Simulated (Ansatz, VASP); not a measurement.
**Two plane-wave programs on Cd**

```xyz
1
Lattice="-1.7485 1.7485 1.7485 1.7485 -1.7485 1.7485 1.7485 1.7485 -1.7485" Properties=species:S:1:pos:R:3 pbc="T T T"
Cd    0.0000    0.0000    0.0000
```

Alike in both runs: functional PBEsol; k mesh 16 × 16 × 16; occupations gaussian, width 0.1 eV; no spin polarisation.

Ansatz relaxed the structure, and its values are those at the end. VASP's run is a single point on that final structure, the one shown.

|  | VASP | Ansatz |
| --- | --- | --- |
| version | VASP 6.6.1 | Ansatz 0.2.0 |
| potentials or method | VASP PAW PBE potentials, release 64 (Cd), cutoff 520 eV | scalar-relativistic, plane waves, PAW |
| valence electrons in the cell | 12 | 20 |

|  | VASP | Ansatz | Ansatz less VASP |
| --- | --- | --- | --- |
| gap on the k mesh at the Fermi level (eV) | none | none | - |
| pressure (GPa) | 0.3 | -0.1 | -0.35 |

VASP's potentials were made for PBE, not for PBEsol. A gap of «none» marks a metal or a gap that the smearing closes. VASP's potentials hold 12 valence electrons a cell and Ansatz's 20, so a difference there can come from the potentials and not from the codes.
